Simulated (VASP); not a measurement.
Input of a VASP 6.6.1 run:

File INCAR:

```
PREC = Accurate
ENCUT = 600
EDIFF = 1E-7
ISMEAR = 0
SIGMA = 0.1
LREAL = F
LASPH = T
NELM = 120
ALGO = Normal
ISIF = 3
LWAVE = F
LCHARG = F
GGA = PE
IBRION = 2
NSW = 100
EDIFFG = -0.01
GGA_COMPAT = F
NELMIN = 4
```

KPOINTS

```
regular mesh
0
Gamma
  8 8 8
```

Contents of POSCAR:

```
Sc4SiN
1.0
    0.0000000000      4.4137508375      4.4137508375
    4.4137508375      0.0000000000      4.4137508375
    4.4137508375      4.4137508375      0.0000000000
Sc Si N
4 1 1
Direct
    0.8697935705      0.8697935705      0.3906192884
    0.8697935705      0.3906192884      0.8697935705
    0.3906192884      0.8697935705      0.8697935705
    0.8697935705      0.8697935705      0.8697935705
    0.5000000000      0.5000000000      0.5000000000
    0.0000000000      0.0000000000      0.0000000000
```

Potentials or basis: VASP PAW PBE potentials, release 64 (Sc_sv, Si, N).

The run is started by

```bash
$ cat potpaw_PBE.64/Sc_sv/POTCAR potpaw_PBE.64/Si/POTCAR potpaw_PBE.64/N/POTCAR > POTCAR
$ mpirun -np 1 vasp_std > vasp.out
```

Question: Estimate the space group after relaxing (to 0.05 Å).

Answer: F-43m (No. 216).

Question: What does it give for the relaxed volume?

Answer: 28.75 Å³/atom.

Question: Predict the relaxed cell.

Answer: a = 6.248 Å, b = 6.248 Å, c = 6.248 Å, α = 60.00°, β = 60.00°, γ = 60.00°.

The path:
```
step  energy change (eV)  largest force (eV/Å)  pressure (GPa)  volume (Å³)
   1              0.0000                0.0763            0.20       171.97
   2             -0.0003                0.0686           -0.11       172.88
   3             -0.0007                0.0082            0.02       172.50
```
